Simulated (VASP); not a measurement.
# Pt (P6_3/mmc) in VASP: a series of runs

Pt is run at these levels: PBE; tasks: relaxation of cell and atoms.

Everything below comes from runs of VASP 6.6.1. Logs are shortened: lines on timing, memory, paths and dates and some standing lists are left out, and cuts for length are marked.

### 1 The cell of the first run

Symmetry: P6_3/mmc, No. 194, hexagonal system. Conventional cell: a = 2.816 Å, b = 2.816 Å, c = 4.562 Å, α = 90.00°, β = 90.00°, γ = 120.00°. Within 3.7 Å of Pt (site symmetry -6m2) lie 12 Pt at 2.80 to 2.82 Å.

### 2 Relaxation of cell and atoms, PBE

Contents of INCAR:

```
SYSTEM = Pt
ALGO = Normal
EDIFF = 1E-6
EDIFFG = -0.005
ENCUT = 600
GGA = PE
IBRION = 2
ISIF = 3
ISMEAR = -1
LASPH = .True.
LCHARG = .False.
LREAL = .False.
LWAVE = .False.
NELM = 100
NSW = 60
PREC = Accurate
SIGMA = 0.05
```

Contents of KPOINTS:

```
k-points
0
Gamma
  17 17 9
  0 0 0
```

Contents of POSCAR:

```
Pt
1.0
    2.8157965965      0.0000000000      0.0000000000
   -1.4078982983      2.4385513845      0.0000000000
    0.0000000000      0.0000000000      4.5615904864
Pt
2
Direct
    0.3333333333      0.6666666667      0.2500000000
    0.6666666667      0.3333333333      0.7500000000
```

Potentials or basis: VASP PAW PBE potentials, release 64 (Pt).

Run with:

```bash
$ cat potpaw_PBE.64/Pt/POTCAR > POTCAR
$ mpirun -np 1 vasp_std > vasp.out
```

OUTCAR:

```text
SYSTEM = Pt
   EDIFF = 1E-6
   EDIFFG = -0.005
   ENCUT = 600
   GGA = PE
   IBRION = 2
   ISIF = 3
   ISMEAR = -1
   LASPH = .True.
   LREAL = .False.
   NELM = 100
   NSW = 60
   PREC = Accurate

 ion  position               nearest neighbor table
   1  0.333  0.667  0.250-   2 2.80   2 2.80   2 2.80   2 2.80   2 2.80   2 2.80
   2  0.667  0.333  0.750-   1 2.80   1 2.80   1 2.80   1 2.80   1 2.80   1 2.80

  LATTYP: Found a hexagonal cell.
 ALAT       =     2.8157965965
 C/A-ratio  =     1.6200000000

  Lattice vectors:

 A1 = (   2.8157965965,   0.0000000000,   0.0000000000)
 A2 = (  -1.4078982983,   2.4385513845,   0.0000000000)
 A3 = (   0.0000000000,   0.0000000000,   4.5615904864)

Analysis of symmetry for initial positions (statically):
=====================================================================
 Subroutine PRICEL returns:
 Original cell was already a primitive cell.

 Routine SETGRP: Setting up the symmetry group for a
 hexagonal supercell.

 Subroutine GETGRP returns: Found 24 space group operations
 (whereof 12 operations were pure point group operations)
 out of a pool of 24 trial point group operations.

The static configuration has the point symmetry D_3d.
 The point group associated with its full space group is D_6h.

Analysis of symmetry for dynamics (positions and initial velocities):
=====================================================================
 Subroutine PRICEL returns:
 Original cell was already a primitive cell.

 Routine SETGRP: Setting up the symmetry group for a
 hexagonal supercell.

 Subroutine GETGRP returns: Found 24 space group operations
 (whereof 12 operations were pure point group operations)
 out of a pool of 24 trial point group operations.

The dynamic configuration has the point symmetry D_3d.
 The point group associated with its full space group is D_6h.

 Subroutine INISYM returns: Found 24 space group operations
 (whereof 12 operations are pure point group operations),
 and found     1 'primitive' translations

----------------------------------------------------------------------------------------

                                     Primitive cell

  volume of cell :      31.3220

  direct lattice vectors                    reciprocal lattice vectors
     2.815796596  0.000000000  0.000000000     0.355139289  0.205039764  0.000000000
    -1.407898298  2.438551385  0.000000000     0.000000000  0.410079528  0.000000000
     0.000000000  0.000000000  4.561590486     0.000000000  0.000000000  0.219221783

  length of vectors
     2.815796596  2.815796597  4.561590486     0.410079528  0.410079528  0.219221783

  position of ions in fractional coordinates (direct lattice)
     0.333333333  0.666666667  0.250000000
     0.666666667  0.333333333  0.750000000

  ion indices of the primitive-cell ions
   primitive index   ion index
                 1           1
                 2           2

----------------------------------------------------------------------------------------

 KPOINTS: k-points

Automatic generation of k-mesh.
 Grid dimensions read from file:
 generate k-points for:   17   17    9

 Generating k-lattice:

  Cartesian coordinates                     Fractional coordinates (reciprocal lattice)
     0.020890546  0.012061163  0.000000000     0.058823529 -0.000000000  0.000000000
     0.000000000  0.024122325  0.000000000     0.000000000  0.058823529  0.000000000
     0.000000000  0.000000000  0.024357976     0.000000000  0.000000000  0.111111111

  Length of vectors
     0.024122325  0.024122325  0.024357976

  Shift w.r.t. Gamma in fractional coordinates (k-lattice)
     0.000000000  0.000000000  0.000000000

 Subroutine IBZKPT returns following result:
 ===========================================

 Found    165 irreducible k-points:

 Following reciprocal coordinates:
            Coordinates               Weight
  0.000000  0.000000  0.000000      1.000000
  0.058824  0.000000  0.000000      6.000000
  0.117647  0.000000  0.000000      6.000000
  0.176471  0.000000  0.000000      6.000000
  0.235294  0.000000  0.000000      6.000000
  0.294118  0.000000  0.000000      6.000000
[... 16 lines left out ...]
  0.411765  0.117647  0.000000     12.000000
  0.176471  0.176471  0.000000      6.000000
 [... further k-points ...]
   k-points           NKPTS =    165   k-points in BZ     NKDIM =    165   number of bands    NBANDS=     14
   number of dos      NEDOS =    301   number of ions     NIONS =      2
   total plane-waves  NPLWV =  20736
   dimension x,y,z NGX =    24 NGY =   24 NGZ =   36
   dimension x,y,z NGXF=    48 NGYF=   48 NGZF=   72
   ions per type =               2
   NGX,Y,Z   is equivalent  to a cutoff of  14.17, 14.17, 13.12 a.u.
   NGXF,Y,Z  is equivalent  to a cutoff of  28.34, 28.34, 26.24 a.u.
 SYSTEM =  Pt
   PREC   = accura    normal or accurate (medium, high low for compatibility)
   ISTART =      0    job   : 0-new  1-cont  2-samecut
   ICHARG =      2    charge: 1-file 2-atom 10-const
   ISPIN  =      1    spin polarized calculation?
   LNONCOLLINEAR =      F non collinear calculations
   LSORBIT =      F    spin-orbit coupling
   LASPH  =      T    aspherical Exc in radial PAW
   ENCUT  =  600.0 eV  44.10 Ry    6.64 a.u.   5.62  5.62  9.11*2*pi/ulx,y,z
   NELM   =    100;   NELMIN=  2; NELMDL= -5     # of ELM steps
   EDIFF  = 0.1E-05   stopping-criterion for ELM
   LREAL  =      F    real-space projection
   EDIFFG = -.5E-02   stopping-criterion for IOM
   NSW    =     60    number of steps for IOM
   IBRION =      2    ionic relax: 0-MD 1-quasi-New 2-CG
   NFREE  =      1    steps in history (QN), initial steepest desc. (CG)
   ISIF   =      3    stress and relaxation
   ISYM   =      2    0-nonsym 1-usesym 2-fastsym
   POTIM  = 0.5000    time-step for ionic-motion
   TEBEG  =    0.0;   TEEND  =   0.0 temperature during run
   PSTRESS=    0.0 pullay stress
   NELECT =      20.0000    total number of electrons
   NUPDOWN=      -1.0000    fix difference up-down
   EMIN   =  10.00;   EMAX   =-10.00  energy-range for DOS
   EFERMI =   0.00;   METHOD = LEGACY
   ISMEAR =    -1;   SIGMA  =   0.05  broadening in eV -4-tet -1-fermi 0-gaus
   EFERMI_NEDOS =   21; number of points for ismear=-14 and -15
   IALGO  =     38    algorithm
   IMIX   =      4    mixing-type and parameters
     AMIX     =   0.40;   BMIX     =  1.00
     AMIX_MAG =   1.60;   BMIX_MAG =  1.00
  volume/ion in A,a.u.               =      15.66       105.69
  Fermi-wavevector in a.u.,A,eV,Ry     =   1.409727  2.663998 27.039267  1.987330
  Thomas-Fermi vector in A             =   2.531753
   LORBIT       =      0    0 simple, 1 ext, 2 COOP (PROOUT), +10 PAW based schemes
   GGA     = PE    functional components
   LHFCALC =     F    Hartree Fock is set to
   AEXX    =    0.0000 exact exchange contribution
   IVDW    =     0    specifies the selected vdW correction
   LEPSILON=     F    determine dielectric tensor
   LRPA    =     F    only Hartree local field effects (RPA)
 conjugate gradient relaxation of ions
 non-spin polarized calculation
  energy-cutoff  :      600.00
  volume of cell :       31.32
 maximum number of plane-waves:      1087
 NGX is ok and might be reduce to    24
   NGX = 11   NGY = 11   NGZ = 19

--------------------------------------- Ionic step        1  -------------------------------------------

 number of electron      19.9999999 magnetization

 Free energy of the ion-electron system (eV)
  ---------------------------------------------------
  ext. energy  EPLUGINS =         0.00000000
  ---------------------------------------------------
  free energy    TOTEN  =       -12.05498166 eV

  energy without entropy =      -12.01572875  energy(sigma->0) =      -12.03535521

------------------------ aborting loop because EDIFF is reached ----------------------------------------

  FORCE on cell =-STRESS in cart. coord.  units (eV):
  Direction    XX          YY          ZZ          XY          YZ          ZX
  --------------------------------------------------------------------------------------
  -------------------------------------------------------------------------------------
  Total       -0.4001443     -0.4001443      1.3959870      0.0000000      0.0000000      0.0000000
  in kB      -20.4681088    -20.4681088     71.4072785      0.0000000      0.0000000      0.0000000
  external PRESSURE =      10.1570203 kB  Pullay stress =       0.0000000 kB
[... 237 lines left out ...]
  energy  without entropy=      -12.0681384109  energy(sigma->0) =      -12.08372601

--------------------------------------- Ionic step        8  -------------------------------------------

 number of electron      20.0000005 magnetization

 Free energy of the ion-electron system (eV)
  ---------------------------------------------------
  ext. energy  EPLUGINS =         0.00000000
  ---------------------------------------------------
  free energy    TOTEN  =       -12.09933488 eV

  energy without entropy =      -12.06827319  energy(sigma->0) =      -12.08380404

 E-fermi :  10.4384     XC(G=0): -13.2357

 val. band max:       10.4302598385   @ k =   0.4706   0.0000   0.3333
 cond. band min:      10.4423640718   @ k =   0.4118   0.0588   0.1111
 fundamental gap:      0.0121042333
 Fermi energy:        10.4384364425

 k-point     1 :       0.0000    0.0000    0.0000
  band No.  band energies     occupation
      1       0.7206      2.00000
      2       3.3862      2.00000
      3       6.5337      2.00000
      4       7.0209      2.00000
      5       7.0209      2.00000
      6       7.3963      2.00000
      7       7.3963      2.00000
      8       8.6045      2.00000
      9       8.6045      2.00000
     10       9.7620      2.00000
     11      10.2225      1.97370
     12      10.2225      1.97370
     13      15.2285      0.00000
     14      25.5445      0.00000
[... 375 lines left out ...]
 k-point    24 :       0.1765    0.1765    0.0000
  band No.  band energies     occupation
      1       3.5450      2.00000
      2       5.3176      2.00000
      3       5.6290      2.00000
      4       5.7368      2.00000
      5       6.7574      2.00000
      6       7.0641      2.00000
      7       7.9749      2.00000
      8       8.0465      2.00000
      9       9.5267      2.00000
     10      10.0956      1.99790
     11      10.2187      1.97560
     12      15.3841      0.00000
     13      16.7300      0.00000
     14      21.7162      0.00000

 [... further k-points ...]
[... 5 lines left out ...]
  --------------------------------------------------------------------------------------
  -------------------------------------------------------------------------------------
  Total       -0.0049575     -0.0049575     -0.0030216      0.0000000      0.0000000      0.0000000
  in kB       -0.2525362     -0.2525362     -0.1539185      0.0000000      0.0000000      0.0000000
  external PRESSURE =      -0.2196636 kB  Pullay stress =       0.0000000 kB
[... 17 lines left out ...]
  FREE ENERGIE OF THE ION-ELECTRON SYSTEM (eV)
  ---------------------------------------------------
  free  energy   TOTEN  =       -12.0993348800 eV

  energy  without entropy=      -12.0682731915  energy(sigma->0) =      -12.08380404

 reached required accuracy - stopping structural energy minimisation
```

It took 2.5 min on 1 thread of Intel Xeon 6975P-C, shared host; peak memory 0.23 GiB.

What came out:

```yaml
Free_energy: -12.0993 eV
Relaxed_volume: 15.73 Å³/atom
Relaxed_cell: a = 2.761 Å, b = 2.761 Å, c = 4.765 Å, α = 90.00°, β = 90.00°, γ = 120.00°
Space_group_after_relaxing_to_0.05_Å: P6_3/mmc (No. 194)
Energy_gained_by_relaxing: 22.2 meV/atom
Ionic_steps: 8
Pressure_after_relaxing: 0.0 GPa
Band_gap_on_the_k_mesh: zero (band 10 reaches 10.89 eV, above the bottom of band 11 at 9.69 eV)
```

Step by step:
```csv
step,energy change (eV),largest force (eV/Å),pressure (GPa),volume (Å³)
1,0.0000,0.0000,1.02,31.32
2,-0.0362,0.0000,-2.57,31.75
3,-0.0388,0.0000,-3.37,31.88
4,-0.0071,0.0000,8.46,30.58
5,-0.0441,0.0000,-0.43,31.51
6,-0.0442,0.0000,-0.36,31.51
7,-0.0443,0.0000,0.14,31.43
8,-0.0444,0.0000,-0.02,31.45
```

Final structure:
```cif
data_structure
_symmetry_space_group_name_H-M 'P 1'
_symmetry_Int_Tables_number 1
_cell_length_a 2.7608
_cell_length_b 2.7608
_cell_length_c 4.7650
_cell_angle_alpha 90.000
_cell_angle_beta 90.000
_cell_angle_gamma 120.000
_cell_volume 31.45
loop_
_atom_site_label
_atom_site_type_symbol
_atom_site_fract_x
_atom_site_fract_y
_atom_site_fract_z
_atom_site_occupancy
Pt1 Pt 0.33333 0.66667 0.25000 1
Pt2 Pt 0.66667 0.33333 0.75000 1
```

Levels at points of the mesh, in eV from the Fermi level:
| k point | band 8 | band 9 | band 10 | band 11 | band 12 | band 13 |
| --- | --- | --- | --- | --- | --- | --- |
| (0.00, 0.00, 0.00) | -1.83 | -1.83 | -0.68 | -0.22 | -0.22 | 4.79 |

Caveat: spin-orbit coupling is left out, which moves the levels of the heavy elements.

### 3 Relaxation of cell and atoms, PBE

This run uses another cell than the first one, of 15.75 Å³/atom, 1.006 times its volume.

Contents of INCAR:

```
SYSTEM = Pt
PREC     = Accurate       ! precision mode
ENCUT    = 600            ! plane-wave cutoff, eV
EDIFF    = 1E-7           ! SCF threshold, eV
ISMEAR   = -1             ! smearing method
SIGMA    = 0.05           ! smearing width, eV
LREAL    = .False.        ! projectors in reciprocal space
LASPH    = .True.         ! aspherical terms in the spheres
NELM     = 100            ! most SCF steps
ALGO     = Normal         ! electronic algorithm
ISIF     = 3              ! what is computed and relaxed
LWAVE    = .False.        ! write WAVECAR
LCHARG   = .False.        ! write CHGCAR
GGA      = PE             ! functional
IBRION   = 2              ! ionic algorithm
NSW      = 45             ! ionic steps
EDIFFG   = -0.005         ! ionic threshold
```

Contents of KPOINTS:

```
regular mesh
0
Gamma
  17 17 9
  0 0 0
```

Contents of POSCAR:

```
Pt
1.0
    2.7612459703      0.0000000000      0.0000000000
   -1.3806229852      2.3913091564      0.0000000000
    0.0000000000      0.0000000000      4.7710746733
Pt
2
Direct
    0.3333333333      0.6666666667      0.2500000000
    0.6666666667      0.3333333333      0.7500000000
```

Potentials or basis: VASP PAW PBE potentials, release 64 (Pt).

Run with:

```bash
$ cat potpaw_PBE.64/Pt/POTCAR > POTCAR
$ mpirun -np 1 vasp_std > vasp.out
```

Wall time 99 s (1 thread of Intel Xeon 6975P-C, shared host); peak memory 0.22 GiB.

The run converged. Its results:

| Quantity | Value |
| --- | --- |
| Free energy | -12.0996 eV |
| Relaxed volume | 15.73 Å³/atom |
| Relaxed cell | a = 2.760 Å, b = 2.760 Å, c = 4.766 Å, α = 90.00°, β = 90.00°, γ = 120.00° |
| Space group after relaxing (to 0.05 Å) | P6_3/mmc (No. 194) |
| Energy gained by relaxing | 0.0 meV/atom |
| Ionic steps | 6 |
| Pressure after relaxing | 0.0 GPa |
| Band gap on the k mesh | zero (band 10 reaches 10.89 eV, above the bottom of band 11 at 9.69 eV) |

Final structure:
```
CELL_PARAMETERS angstrom
2.76038 0.00000 0.00000
-1.38019 2.39056 0.00000
0.00000 0.00000 4.76626
ATOMIC_POSITIONS crystal
Pt 0.33333 0.66667 0.25000
Pt 0.66667 0.33333 0.75000
```

Levels at points of the mesh, in eV from the Fermi level:
```
           k point  band 7  band 8  band 9  band 10  band 11  band 12  band 13  band 14
(0.00, 0.00, 0.00)   -3.04   -1.83   -1.83    -0.68    -0.22    -0.22     4.79    15.11
```

Caveat: spin-orbit coupling is left out, which moves the levels of the heavy elements.
